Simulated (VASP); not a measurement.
A run of VASP 6.6.1 is set up as follows.

The input POSCAR:

```
AlN
1.0
    3.1110021516      0.0000000000      0.0000000000
   -1.5555010758      2.6942068945      0.0000000000
    0.0000000000      0.0000000000      4.9780000000
Al N
2 2
Direct
    0.3333333333      0.6666666667      0.0000000000
    0.6666666667      0.3333333333      0.5000000000
    0.4446833565      0.8893667129      0.3850000000
    0.6666666667      0.3333333333      0.8850000000
```

The input INCAR.step1:

```
ALGO = Normal
EDIFF = 1E-4
ENCUT = 520
GGA = PE
ISMEAR = 0
LASPH = True
LCHARG = False
LREAL = False
LWAVE = True
NBANDS = 16
NELM = 80
PREC = Accurate
SIGMA = 0.05
```

INCAR.step2

```
ALGO = Normal
EDIFF = 1E-6
ENCUT = 520
ISIF = 2
ISMEAR = 0
ISTART = 1
LASPH = True
LCHARG = False
LMIXTAU = True
LREAL = False
LWAVE = False
METAGGA = R2SCAN
NBANDS = 16
NELM = 80
PREC = Accurate
SIGMA = 0.05
```

The input KPOINTS:

```
k-points
0
Gamma
  12 12 6
```

Potentials or basis: VASP PAW PBE potentials, release 64 (Al, N).

Run with:

```sh
$ cat potpaw_PBE.64/Al/POTCAR potpaw_PBE.64/N/POTCAR > POTCAR
$ cp INCAR.step1 INCAR
$ mpirun -np 1 vasp_std > vasp.out
$ cp INCAR.step2 INCAR
$ mpirun -np 1 vasp_std > vasp.out
```

Task: What does it give for the pressure?

Result: 47.2 GPa.

Task: What does it give for the band gap on the k mesh?

Result: 4.25 eV.

Task: Predict the largest force.

Result: 36.257 eV/Å.

Forces on the atoms (eV/Å):
```
Al    0.000   0.944   0.828
Al    0.000  31.434  14.176
N     0.000 -33.208 -14.553
N     0.000   0.830  -0.451
```

Caveat: the cell differs from its parent crystal (atom 3 (N) moved by (+0.000, +0.600) A along x and y); atoms lie so close that the PAW spheres overlap strongly, which falsifies energies and pressures; the stress differs along the axes, from -9 to 123 GPa; the PAW data sets were made with another functional, which shifts forces and pressure a little. A k mesh can miss the band edges.
